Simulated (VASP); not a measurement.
# O2 in VASP: a series of runs

Runs on O2. Level: LDA. Tasks: single point, relaxation of the atoms.

All numbers are computed with VASP 6.6.1; they aren't measurements. Logs are shortened: lines on timing, memory, paths and dates and some standing lists are left out, and cuts for length are marked.

## (1) The cell of the first run

The cell holds a molecule in a box, 2 atoms: a = 9.000 Å, b = 9.500 Å, c = 10.000 Å, α = 90.00°, β = 90.00°, γ = 90.00°.

## (2) Single point, LDA, collinear spin, ferromagnetic start

File INCAR:

```
SYSTEM = O
PREC = Accurate ; ENCUT = 520
EDIFF = 1E-6 ; ISMEAR = 0
SIGMA = 0.05 ; LREAL = .False.
LASPH = .True. ; NELM = 150
ALGO = Normal ; ISIF = 2
LWAVE = .False. ; LCHARG = .False.
ISPIN = 2 ; MAGMOM = 1 1
LORBIT = 11 ; GGA = CA
NBANDS = 17
```

File KPOINTS:

```
regular mesh
0
Gamma
  1 1 1
  0 0 0
```

File POSCAR:

```
O
1.0
    9.0000000000      0.0000000000      0.0000000000
    0.0000000000      9.5000000000      0.0000000000
    0.0000000000      0.0000000000     10.0000000000
O
2
Direct
    0.5000000000      0.5000000000      0.4400128116
    0.5000000000      0.5000000000      0.5599871884
```

Potentials or basis: VASP PAW LDA potentials, release 64 (O).

Command:

```bash
$ cat potpaw_LDA.64/O/POTCAR > POTCAR
$ mpirun -np 1 vasp_gam > vasp.out
```

OUTCAR:

```text
SYSTEM = O
   PREC = Accurate
   ENCUT = 520
   EDIFF = 1E-6
   ISMEAR = 0
   LREAL = .False.
   LASPH = .True.
   NELM = 150
   ISIF = 2
   ISPIN = 2
   LORBIT = 11
   GGA = CA

 ion  position               nearest neighbor table
   1  0.500  0.500  0.440-   2 1.20
   2  0.500  0.500  0.560-   1 1.20

  LATTYP: Found a simple orthorhombic cell.
 ALAT       =     9.0000000000
 B/A-ratio  =     1.0555555556
 C/A-ratio  =     1.1111111111

  Lattice vectors:

 A1 = (   9.0000000000,   0.0000000000,   0.0000000000)
 A2 = (   0.0000000000,   9.5000000000,   0.0000000000)
 A3 = (   0.0000000000,   0.0000000000,  10.0000000000)

Analysis of symmetry for initial positions (statically):
=====================================================================
 Subroutine PRICEL returns:
 Original cell was already a primitive cell.

 Routine SETGRP: Setting up the symmetry group for a
 simple orthorhombic supercell.

 Subroutine GETGRP returns: Found  8 space group operations
 (whereof  8 operations were pure point group operations)
 out of a pool of  8 trial point group operations.

The static configuration has the point symmetry D_2h.

Analysis of symmetry for dynamics (positions and initial velocities):
=====================================================================
 Subroutine PRICEL returns:
 Original cell was already a primitive cell.

 Routine SETGRP: Setting up the symmetry group for a
 simple orthorhombic supercell.

 Subroutine GETGRP returns: Found  8 space group operations
 (whereof  8 operations were pure point group operations)
 out of a pool of  8 trial point group operations.

The dynamic configuration has the point symmetry D_2h.

Analysis of structural, dynamic, and magnetic symmetry:
=====================================================================
 Subroutine PRICEL returns:
 Original cell was already a primitive cell.

 Routine SETGRP: Setting up the symmetry group for a
 simple orthorhombic supercell.

 Subroutine GETGRP returns: Found  8 space group operations
 (whereof  8 operations were pure point group operations)
 out of a pool of  8 trial point group operations.

The overall configuration has the point symmetry D_2h.

 Subroutine INISYM returns: Found  8 space group operations
 (whereof  8 operations are pure point group operations),
 and found     1 'primitive' translations

----------------------------------------------------------------------------------------

                                     Primitive cell

  volume of cell :     855.0000

  direct lattice vectors                    reciprocal lattice vectors
     9.000000000  0.000000000  0.000000000     0.111111111  0.000000000  0.000000000
     0.000000000  9.500000000  0.000000000     0.000000000  0.105263158  0.000000000
     0.000000000  0.000000000 10.000000000     0.000000000  0.000000000  0.100000000

  length of vectors
     9.000000000  9.500000000 10.000000000     0.111111111  0.105263158  0.100000000

  position of ions in fractional coordinates (direct lattice)
     0.500000000  0.500000000  0.440012812
     0.500000000  0.500000000  0.559987188

  ion indices of the primitive-cell ions
   primitive index   ion index
                 1           1
                 2           2

----------------------------------------------------------------------------------------

 KPOINTS: regular mesh

Automatic generation of k-mesh.
 Grid dimensions read from file:
 generate k-points for:    1    1    1

 Generating k-lattice:

  Cartesian coordinates                     Fractional coordinates (reciprocal lattice)
     0.111111111  0.000000000  0.000000000     1.000000000  0.000000000  0.000000000
     0.000000000  0.105263158  0.000000000     0.000000000  1.000000000  0.000000000
     0.000000000  0.000000000  0.100000000     0.000000000  0.000000000  1.000000000

  Length of vectors
     0.111111111  0.105263158  0.100000000

  Shift w.r.t. Gamma in fractional coordinates (k-lattice)
     0.000000000  0.000000000  0.000000000

 Subroutine IBZKPT returns following result:
 ===========================================

 Found      1 irreducible k-points:

 Following reciprocal coordinates:
            Coordinates               Weight
  0.000000  0.000000  0.000000      1.000000
   k-points           NKPTS =      1   k-points in BZ     NKDIM =      1   number of bands    NBANDS=     17
   number of dos      NEDOS =    301   number of ions     NIONS =      2
   total plane-waves  NPLWV = 403200
   dimension x,y,z NGX =    70 NGY =   72 NGZ =   80
   dimension x,y,z NGXF=   140 NGYF=  144 NGZF=  160
   ions per type =               2
   NGX,Y,Z   is equivalent  to a cutoff of  12.93, 12.60, 13.30 a.u.
   NGXF,Y,Z  is equivalent  to a cutoff of  25.86, 25.20, 26.60 a.u.
 SYSTEM =  O
   PREC   = accura    normal or accurate (medium, high low for compatibility)
   ISTART =      0    job   : 0-new  1-cont  2-samecut
   ICHARG =      2    charge: 1-file 2-atom 10-const
   ISPIN  =      2    spin polarized calculation?
   LNONCOLLINEAR =      F non collinear calculations
   LSORBIT =      F    spin-orbit coupling
   LASPH  =      T    aspherical Exc in radial PAW
   ENCUT  =  520.0 eV  38.22 Ry    6.18 a.u.  16.73 17.66 18.59*2*pi/ulx,y,z
   NELM   =    150;   NELMIN=  2; NELMDL= -5     # of ELM steps
   EDIFF  = 0.1E-05   stopping-criterion for ELM
   LREAL  =      F    real-space projection
   EDIFFG = 0.1E-04   stopping-criterion for IOM
   NSW    =      0    number of steps for IOM
   IBRION =     -1    ionic relax: 0-MD 1-quasi-New 2-CG
   NFREE  =      0    steps in history (QN), initial steepest desc. (CG)
   ISIF   =      2    stress and relaxation
   ISYM   =      2    0-nonsym 1-usesym 2-fastsym
   POTIM  = 0.5000    time-step for ionic-motion
   TEBEG  =    0.0;   TEEND  =   0.0 temperature during run
   PSTRESS=    0.0 pullay stress
   NELECT =      12.0000    total number of electrons
   NUPDOWN=      -1.0000    fix difference up-down
   EMIN   =  10.00;   EMAX   =-10.00  energy-range for DOS
   EFERMI =   0.00;   METHOD = LEGACY
   ISMEAR =     0;   SIGMA  =   0.05  broadening in eV -4-tet -1-fermi 0-gaus
   EFERMI_NEDOS =   21; number of points for ismear=-14 and -15
   IALGO  =     38    algorithm
   IMIX   =      4    mixing-type and parameters
     AMIX     =   0.40;   BMIX     =  1.00
     AMIX_MAG =   1.60;   BMIX_MAG =  1.00
  volume/ion in A,a.u.               =     427.50      2884.91
  Fermi-wavevector in a.u.,A,eV,Ry     =   0.394893  0.746240  2.121703  0.155941
  Thomas-Fermi vector in A             =   1.339966
   LORBIT       =     11    0 simple, 1 ext, 2 COOP (PROOUT), +10 PAW based schemes
   GGA     = CA    functional components
   LHFCALC =     F    Hartree Fock is set to
   AEXX    =    0.0000 exact exchange contribution
   IVDW    =     0    specifies the selected vdW correction
   LEPSILON=     F    determine dielectric tensor
   LRPA    =     F    only Hartree local field effects (RPA)
 spin polarized calculation
 Gauss-broadening in eV      SIGMA  =   0.05
  energy-cutoff  :      520.00
  volume of cell :      855.00
 maximum number of plane-waves:     11510
 NGX is ok and might be reduce to    70
   NGX = 33   NGY = 35   NGZ = 37

 number of electron      12.0000002 magnetization       2.0000000

 Free energy of the ion-electron system (eV)
  ---------------------------------------------------
  ext. energy  EPLUGINS =         0.00000000
  ---------------------------------------------------
  free energy    TOTEN  =       -10.45756648 eV

  energy without entropy =      -10.45756648  energy(sigma->0) =      -10.45756648

 E-fermi :  -6.3452     XC(G=0):  -0.6128

 val. band max:       -6.6771452066   @ k =   0.0000   0.0000   0.0000
 cond. band min:      -4.7120692711   @ k =   0.0000   0.0000   0.0000
 fundamental gap:      1.9650759355
 Fermi energy:        -6.3451590253

 spin component 1

 k-point     1 :       0.0000    0.0000    0.0000
  band No.  band energies     occupation
      1     -33.1522      1.00000
      2     -20.0282      1.00000
      3     -13.6471      1.00000
      4     -13.6471      1.00000
      5     -13.6303      1.00000
      6      -6.6772      1.00000
[... 9 lines left out ...]
     16       2.8964      0.00000
     17       2.9095      0.00000
 Fermi energy:        -6.3451590253

 spin component 2

 k-point     1 :       0.0000    0.0000    0.0000
  band No.  band energies     occupation
      1     -31.9349      1.00000
      2     -18.4084      1.00000
      3     -12.5342      1.00000
      4     -12.0015      1.00000
      5     -12.0015      1.00000
      6      -4.7121      0.00000
[... 9 lines left out ...]
     16       2.9484      0.00000
     17       2.9536      0.00000

------------------------ aborting loop because EDIFF is reached ----------------------------------------

  FORCE on cell =-STRESS in cart. coord.  units (eV):
  Direction    XX          YY          ZZ          XY          YZ          ZX
  --------------------------------------------------------------------------------------
  -------------------------------------------------------------------------------------
  Total       -0.0684644     -0.0683722      2.0680290      0.0000000      0.0000000      0.0000000
  in kB       -0.1282948     -0.1281220      3.8752621      0.0000000      0.0000000      0.0000000
  external PRESSURE =       1.2062817 kB  Pullay stress =       0.0000000 kB

 VOLUME and BASIS-vectors are now :
 -----------------------------------------------------------------------------
  energy-cutoff  :      520.00
  volume of cell :      855.00
      direct lattice vectors                 reciprocal lattice vectors
     9.000000000  0.000000000  0.000000000     0.111111111  0.000000000  0.000000000
     0.000000000  9.500000000  0.000000000     0.000000000  0.105263158  0.000000000
     0.000000000  0.000000000 10.000000000     0.000000000  0.000000000  0.100000000

 POSITION                                       TOTAL-FORCE (eV/Angst)
 -----------------------------------------------------------------------------------
      4.50000      4.75000      4.40013         0.000000      0.000000     -1.792184
      4.50000      4.75000      5.59987         0.000000      0.000000      1.792184
 -----------------------------------------------------------------------------------
    total drift:                                0.000000      0.000000     -0.000000

  FREE ENERGIE OF THE ION-ELECTRON SYSTEM (eV)
  ---------------------------------------------------
  free  energy   TOTEN  =       -10.4575664808 eV

  energy  without entropy=      -10.4575664808  energy(sigma->0) =      -10.45756648

 total charge

# of ion       s       p       d       tot
------------------------------------------
    1        1.602   3.322   0.000   4.924
    2        1.602   3.322   0.000   4.924
--------------------------------------------------
tot          3.205   6.643   0.000   9.848

 magnetization (x)

# of ion       s       p       d       tot
------------------------------------------
    1        0.008   0.795   0.000   0.803
    2        0.008   0.795   0.000   0.803
--------------------------------------------------
tot          0.016   1.590   0.000   1.606
```

It took 30 s on 1 thread of Intel Xeon 6975P-C (Granite Rapids), shared host; peak memory 0.63 GiB.

Results:

| Item | Value |
| --- | --- |
| Free energy | -10.4576 eV |
| Largest force | 1.792 eV/Å |
| Gap between the frontier levels | 1.97 eV |
| Net moment | 2.00 μB per cell |
| Site moments | O +0.80 μB |
| Valence electrons inside the program's atomic spheres | O 4.92 |

Forces on the atoms (eV/Å):
```
O    0.000  0.000 -1.792
O    0.000  0.000  1.792
```

Levels at points of the mesh, in eV from the valence-band top:
Spin up:
```tsv
k point	band 4	band 5	band 6	band 7	band 8	band 9	band 10	band 11
(0.00, 0.00, 0.00)	-6.97	-6.95	0.00	0.00	6.45	7.70	7.97	8.02
```
Spin down:
| k point | band 1 | band 2 | band 3 | band 4 | band 5 | band 6 | band 7 | band 8 | band 9 | band 10 |
| --- | --- | --- | --- | --- | --- | --- | --- | --- | --- | --- |
| (0.00, 0.00, 0.00) | -25.26 | -11.73 | -5.86 | -5.32 | -5.32 | 1.96 | 1.97 | 6.50 | 7.82 | 8.00 |

Caveat: the standard files for N, O and F lose accuracy on very short bonds.

## (3) Relaxation of the atoms, LDA, collinear spin, ferromagnetic start

File INCAR:

```
PREC = Accurate ; ENCUT = 520
EDIFF = 1E-6 ; ISMEAR = 0
SIGMA = 0.05 ; LREAL = F
LASPH = T ; NELM = 150
ALGO = Normal ; ISIF = 2
LWAVE = F ; LCHARG = F
ISPIN = 2 ; MAGMOM = 1 1
LORBIT = 11 ; GGA = CA
IBRION = 2 ; NSW = 80
EDIFFG = -0.02
```

File KPOINTS:

```
regular mesh
0
Gamma
  1 1 1
```

File POSCAR:

```
O
1.0
    9.0000000000      0.0000000000      0.0000000000
    0.0000000000      9.5000000000      0.0000000000
    0.0000000000      0.0000000000     10.0000000000
O
2
Direct
    0.5000000000      0.5000000000      0.4385000000
    0.5000000000      0.5000000000      0.5615000000
```

Potentials or basis: VASP PAW LDA potentials, release 64 (O).

Command:

```bash
$ cat potpaw_LDA.64/O/POTCAR > POTCAR
$ mpirun -np 1 vasp_gam > vasp.out
```

OUTCAR:

```text
PREC = Accurate
   ENCUT = 520
   EDIFF = 1E-6
   ISMEAR = 0
   LREAL = F
   LASPH = T
   NELM = 150
   ISIF = 2
   ISPIN = 2
   LORBIT = 11
   GGA = CA
   IBRION = 2
   NSW = 80
   EDIFFG = -0.02

 ion  position               nearest neighbor table
   1  0.500  0.500  0.438-   2 1.23
   2  0.500  0.500  0.562-   1 1.23

  LATTYP: Found a simple orthorhombic cell.
 ALAT       =     9.0000000000
 B/A-ratio  =     1.0555555556
 C/A-ratio  =     1.1111111111

  Lattice vectors:

 A1 = (   9.0000000000,   0.0000000000,   0.0000000000)
 A2 = (   0.0000000000,   9.5000000000,   0.0000000000)
 A3 = (   0.0000000000,   0.0000000000,  10.0000000000)

Analysis of symmetry for initial positions (statically):
=====================================================================
 Subroutine PRICEL returns:
 Original cell was already a primitive cell.

 Routine SETGRP: Setting up the symmetry group for a
 simple orthorhombic supercell.

 Subroutine GETGRP returns: Found  8 space group operations
 (whereof  8 operations were pure point group operations)
 out of a pool of  8 trial point group operations.

The static configuration has the point symmetry D_2h.

Analysis of symmetry for dynamics (positions and initial velocities):
=====================================================================
 Subroutine PRICEL returns:
 Original cell was already a primitive cell.

 Routine SETGRP: Setting up the symmetry group for a
 simple orthorhombic supercell.

 Subroutine GETGRP returns: Found  8 space group operations
 (whereof  8 operations were pure point group operations)
 out of a pool of  8 trial point group operations.

The dynamic configuration has the point symmetry D_2h.

Analysis of structural, dynamic, and magnetic symmetry:
=====================================================================
 Subroutine PRICEL returns:
 Original cell was already a primitive cell.

 Routine SETGRP: Setting up the symmetry group for a
 simple orthorhombic supercell.

 Subroutine GETGRP returns: Found  8 space group operations
 (whereof  8 operations were pure point group operations)
[... 119 lines left out ...]

 number of electron      12.0000001 magnetization       2.0000001

 Free energy of the ion-electron system (eV)
  ---------------------------------------------------
  ext. energy  EPLUGINS =         0.00000000
  ---------------------------------------------------
  free energy    TOTEN  =       -10.47304070 eV

  energy without entropy =      -10.47304070  energy(sigma->0) =      -10.47304070

------------------------ aborting loop because EDIFF is reached ----------------------------------------

  FORCE on cell =-STRESS in cart. coord.  units (eV):
  Direction    XX          YY          ZZ          XY          YZ          ZX
  --------------------------------------------------------------------------------------
  -------------------------------------------------------------------------------------
  Total       -0.0645245     -0.0644819     -0.9053443      0.0000000      0.0000000      0.0000000
  in kB       -0.1209120     -0.1208321     -1.6965171      0.0000000      0.0000000      0.0000000
  external PRESSURE =      -0.6460871 kB  Pullay stress =       0.0000000 kB
[... 59 lines left out ...]
--------------------------------------- Ionic step        3  -------------------------------------------

 number of electron      12.0000002 magnetization       2.0000001

 Free energy of the ion-electron system (eV)
  ---------------------------------------------------
  ext. energy  EPLUGINS =         0.00000000
  ---------------------------------------------------
  free energy    TOTEN  =       -10.47611602 eV

  energy without entropy =      -10.47611602  energy(sigma->0) =      -10.47611602

 E-fermi :  -6.5143     XC(G=0):  -0.6388

 val. band max:       -6.8472104878   @ k =   0.0000   0.0000   0.0000
 cond. band min:      -4.8819022565   @ k =   0.0000   0.0000   0.0000
 fundamental gap:      1.9653082313
 Fermi energy:        -6.5143451094

 spin component 1

 k-point     1 :       0.0000    0.0000    0.0000
  band No.  band energies     occupation
      1     -32.6867      1.00000
      2     -20.2012      1.00000
      3     -13.5840      1.00000
      4     -13.4524      1.00000
      5     -13.4523      1.00000
      6      -6.8472      1.00000
      7      -6.8472      1.00000
      8      -0.2401      0.00000
      9       0.9513      0.00000
     10       1.2499      0.00000
     11       1.3353      0.00000
 Fermi energy:        -6.5143451094

 spin component 2

 k-point     1 :       0.0000    0.0000    0.0000
  band No.  band energies     occupation
      1     -31.4598      1.00000
      2     -18.5786      1.00000
      3     -12.4968      1.00000
      4     -11.8062      1.00000
      5     -11.8062      1.00000
      6      -4.8819      0.00000
      7      -4.8819      0.00000
      8      -0.1961      0.00000
      9       1.0967      0.00000
     10       1.2860      0.00000
     11       1.3863      0.00000
[... 27 lines left out ...]
  FREE ENERGIE OF THE ION-ELECTRON SYSTEM (eV)
  ---------------------------------------------------
  free  energy   TOTEN  =       -10.4761160157 eV

  energy  without entropy=      -10.4761160157  energy(sigma->0) =      -10.47611602

 reached required accuracy - stopping structural energy minimisation

 total charge

# of ion       s       p       d       tot
------------------------------------------
    1        1.602   3.289   0.000   4.890
    2        1.602   3.289   0.000   4.890
--------------------------------------------------
tot          3.203   6.578   0.000   9.781

 magnetization (x)

# of ion       s       p       d       tot
------------------------------------------
    1        0.008   0.799   0.000   0.806
    2        0.008   0.799   0.000   0.806
--------------------------------------------------
tot          0.016   1.597   0.000   1.613
```

CONTCAR:

```text
O
   1.00000000000000
     9.0000000000000000    0.0000000000000000    0.0000000000000000
     0.0000000000000000    9.5000000000000000    0.0000000000000000
     0.0000000000000000    0.0000000000000000   10.0000000000000000
  O
     2
Direct
     0.5000000000000000    0.5000000000000000    0.4389553285130520
     0.5000000000000000    0.5000000000000000    0.5610446714869479

  0.00000000E+00  0.00000000E+00  0.00000000E+00
  0.00000000E+00  0.00000000E+00  0.00000000E+00
```

It took 72 s on 1 thread of Intel Xeon 6975P-C (Granite Rapids), shared host; peak memory 0.63 GiB.

What came out:

* Free energy: -10.4761 eV
* Energy gained by relaxing: 1.5 meV/atom
* Ionic steps: 3
* Largest force after relaxing: 0.009 eV/Å
* Gap between the frontier levels: 1.97 eV
* Net moment: 2.00 μB per cell
* Site moments: O +0.81 μB
* Valence electrons inside the program's atomic spheres: O 4.89

Forces in eV/Å, atoms in the order of the input:
```
O    0.000  0.000 -0.009
O    0.000  0.000  0.009
```

The path:
```csv
step,energy change (eV),largest force (eV/Å),pressure (GPa)
1,0.0000,0.6764,-0.06
2,0.1392,5.4266,0.38
3,-0.0031,0.0087,-0.01
```

Final structure:
```yaml
crystal:
  lattice:
    - [9.00000, 0.00000, 0.00000]
    - [0.00000, 9.50000, 0.00000]
    - [0.00000, 0.00000, 10.00000]
  atoms:
    - { symbol: O, position: [0.50000, 0.50000, 0.43896] }
    - { symbol: O, position: [0.50000, 0.50000, 0.56104] }
```

Levels at points of the mesh, in eV from the valence-band top:
Spin up:
```csv
k point,band 3,band 4,band 5,band 6,band 7,band 8,band 9,band 10,band 11
"(0.00, 0.00, 0.00)",-6.74,-6.61,-6.61,0.00,0.00,6.61,7.80,8.10,8.18
```
Spin down:
```csv
k point,band 3,band 4,band 5,band 6,band 7,band 8
"(0.00, 0.00, 0.00)",-5.65,-4.96,-4.96,1.97,1.97,6.65
```

Caveat: the standard files for N, O and F lose accuracy on very short bonds.
